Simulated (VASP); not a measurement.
Here is a VASP 6.6.1 calculation.

Contents of INCAR:

```
SYSTEM = MgS
  ALGO = Normal
  EDIFF = 1E-6
  EDIFFG = -0.002
  ENCUT = 600
  GGA = PS
  IBRION = 2
  ISIF = 3
  ISMEAR = 0
  LASPH = .TRUE.
  LCHARG = .FALSE.
  LREAL = .FALSE.
  LWAVE = .FALSE.
  NELM = 100
  NSW = 100
  PREC = Accurate
  PSTRESS = 40.0
  SIGMA = 0.01
```

File KPOINTS:

```
k-points
0
G
  8 8 8
  0 0 0
```

Contents of POSCAR:

```
MgS
1.0
    0.0000000000      2.5909606437      2.5909606437
    2.5909606437      0.0000000000      2.5909606437
    2.5909606437      2.5909606437      0.0000000000
Mg S
1 1
Direct
    0.0000000000      0.0000000000      0.0000000000
    0.5000000000      0.5000000000      0.5000000000
```

Potentials or basis: VASP PAW PBE potentials, release 64 (Mg, S).

Launch:

```sh
$ cat potpaw_PBE.64/Mg/POTCAR potpaw_PBE.64/S/POTCAR > POTCAR
$ mpirun -np 1 vasp_std > vasp.out
```

Problem. Predict the relaxed volume.

Solution. 16.57 Å³/atom.

Problem. Predict the space group after relaxing (to 0.05 Å).

Solution. Fm-3m (No. 225).

Final structure:
```yaml
crystal:
  lattice:
    - [0.00000, 2.54967, 2.54967]
    - [2.54967, 0.00000, 2.54967]
    - [2.54967, 2.54967, 0.00000]
  atoms:
    - { symbol: Mg, position: [0.00000, 0.00000, 0.00000] }
    - { symbol: S, position: [0.50000, 0.50000, 0.50000] }
```

Caveat: the cell is relaxed towards a set pressure, so the enthalpy falls and the energy may rise; the PAW data sets were made with another functional, which shifts forces and pressure a little.
